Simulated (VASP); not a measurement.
Os, 2 atoms in the cell. The structure is cubic, space group Fd-3m (No. 227). Conventional cell: a = 5.706 Å, b = 5.706 Å, c = 5.706 Å, α = 90.00°, β = 90.00°, γ = 90.00°. Within 3.3 Å of Os (site symmetry -43m) lie 4 Os at 2.47 Å. This isn't the form of Os at room conditions, which is hcp.

* Program: VASP 6.6.1
* Task: single point
* Functional: BLYP
* Potentials or basis: VASP PAW PBE potentials, release 64 (Os)
* Cutoff: 520 eV
* k mesh: 11 × 11 × 11
* Occupations: fermi-dirac, width 0.1 eV
* Spin: no spin polarisation
* Dipole correction: no
* Further INCAR settings: ALGO = Normal; EDIFF = 1e-06; NBANDS = 15

Potentials or basis: VASP PAW PBE potentials, release 64 (Os).

Command:

```sh
$ cat potpaw_PBE.64/Os/POTCAR > POTCAR
$ mpirun -np 1 vasp_std > vasp.out
```

Hardware: 1 thread of Intel Xeon 8259CL (shared host).

Q: How long does it take, and how much memory?

A: It took 67 s on 1 thread of Intel Xeon 8259CL, with other jobs on the host, peak memory 0.19 GiB. Counts: scf iterations 11, k points 56.
